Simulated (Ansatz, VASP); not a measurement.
# One calculation of Nb, two programs

```xyz
1
Lattice="-1.6577 1.6577 1.6577 1.6577 -1.6577 1.6577 1.6577 1.6577 -1.6577" Properties=species:S:1:pos:R:3 pbc="T T T"
Nb    0.0000    0.0000    0.0000
```

Alike in both runs: task single point; functional PBE; k mesh 8 × 8 × 8; occupations gaussian, width 0.05 eV; no spin polarisation.

```csv
,VASP,Ansatz
version,VASP 6.6.1,Ansatz 0.2.0
potentials or method,"VASP PAW PBE potentials, release 64 (Nb_sv), cutoff 520 eV","scalar-relativistic, plane waves, PAW"
valence electrons in the cell,13,13
```

```tsv
	VASP	Ansatz	Ansatz less VASP
gap on the k mesh at the Fermi level (eV)	none	none	-
pressure (GPa)	-0.7	-0.4	+0.34
```

A gap of «none» marks a metal or a gap that the smearing closes. With one functional, cell and mesh, what is left measures potentials, basis and numerics.
